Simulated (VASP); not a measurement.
Input of a VASP 6.6.1 run:

INCAR

```
  PREC = Accurate
  ENCUT = 600
  EDIFF = 1E-7
  ISMEAR = -1
  SIGMA = 0.02
  LREAL = False
  LASPH = True
  NELM = 100
  ALGO = Normal
  ISIF = 3
  LWAVE = False
  LCHARG = False
  IBRION = 2
  NSW = 80
  EDIFFG = -0.01
```

The input KPOINTS:

```
Automatic mesh
0
Gamma
  8 8 8
```

The input POSCAR:

```
BaTe
1.0
    0.0000000000      3.4100000000      3.4100000000
    3.4100000000      0.0000000000      3.4100000000
    3.4100000000      3.4100000000      0.0000000000
Ba Te
1 1
Direct
    0.0000000000      0.0000000000      0.0000000000
    0.5000000000      0.5000000000      0.5000000000
```

Potentials or basis: VASP PAW LDA potentials, release 64 (Ba_sv, Te).

Command:

```sh
$ cat potpaw_LDA.64/Ba_sv/POTCAR potpaw_LDA.64/Te/POTCAR > POTCAR
$ mpirun -np 1 vasp_std > vasp.out
```

**Question.** What does it give for the relaxed volume?

**Answer.** 40.98 Å³/atom.

**Question.** Estimate the band gap on the k mesh.

**Answer.** 1.29 eV (least direct gap 1.67 eV).

The path:
```csv
step,energy change (eV),largest force (eV/Å),pressure (GPa),volume (Å³)
1,0.0000,0.0000,1.24,79.30
2,-0.0088,0.0000,-0.38,82.87
3,-0.0099,0.0000,0.00,81.95
```

Caveat: spin-orbit coupling is left out, which moves the levels of the heavy elements. A k mesh can miss the band edges.
